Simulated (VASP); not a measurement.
# MgO: single point with PBE

MgO:

```
Mg O
1.0
     6.65607    0.00000    0.00000
    -1.66402    2.88216    0.00000
     0.00000    0.00000    5.01338
Mg O
4 4
Cartesian
  0.0343 1.9544 0.0007
  1.5513 1.0428 2.5125
  3.3674 1.8678 0.0193
  4.9384 0.9120 2.5330
  -0.0004 2.0602 2.0385
  1.6516 1.0456 4.5702
  3.4714 1.8645 2.0160
  5.0518 0.8686 4.4170
```

```json
{
 "Program": "VASP 6.6.1",
 "Task": "single point",
 "Functional": "PBE",
 "Potentials or basis": "VASP PAW PBE potentials, release 64 (Mg, O)",
 "Cutoff": "520 eV",
 "k mesh": "2 × 2 × 2",
 "Occupations": "gaussian, width 0.01 eV",
 "Spin": "no spin polarisation"
}
```

The pressure is 2.6 GPa, the largest force is 2.377 eV/Å and the band gap on the k mesh is 3.32 eV.

Forces on the atoms (eV/Å):
```
Mg  -0.903  0.334  0.158
Mg   1.091  0.072  0.261
Mg   0.521  0.062 -0.189
Mg   1.852 -0.532 -0.440
O   -0.593 -0.606 -0.344
O    0.258 -0.625 -0.448
O   -2.151  0.861 -0.533
O   -0.074  0.433  1.535
```

Stress tensor (GPa, compression positive):
```
 2.44 -5.57  1.82
-5.57  3.01 -0.53
 1.82 -0.53  2.22
```

Levels at points of the mesh, in eV from the valence-band top:
```
           k point  band 13  band 14  band 15  band 16  band 17  band 18  band 19  band 20
(0.00, 0.00, 0.00)    -0.52    -0.40    -0.30     0.00     3.32     7.74     7.95     8.31
(0.50, 0.00, 0.00)    -0.55    -0.39    -0.22    -0.20     5.41     5.48     8.96     9.21
(0.00, 0.50, 0.00)    -0.89    -0.84    -0.49    -0.40     7.48     7.63     7.84     8.21
(0.50, 0.50, 0.00)    -0.91    -0.83    -0.77    -0.70     7.35     7.54     8.43     8.75
(0.00, 0.00, 0.50)    -0.69    -0.55    -0.52    -0.39     5.76     5.85     7.29     7.45
(0.50, 0.00, 0.50)    -0.77    -0.73    -0.62    -0.58     6.65     6.72     6.85     6.97
(0.00, 0.50, 0.50)    -0.71    -0.70    -0.63    -0.57     7.08     7.15     7.23     7.50
(0.50, 0.50, 0.50)    -0.52    -0.46    -0.38    -0.29     7.46     7.49     7.95     8.22
```

Run time: 18 s on 1 thread of Intel(R) Xeon(R) 6975P-C (Granite Rapids), with other jobs on the host, peak memory 0.22 GiB.

Caveat: the k points lie up to 0.94 Å⁻¹ apart, too coarse for converged energies, forces and pressures; forces of over 1 eV/Å act on the atoms, so gaps and moduli don't describe the material at rest.
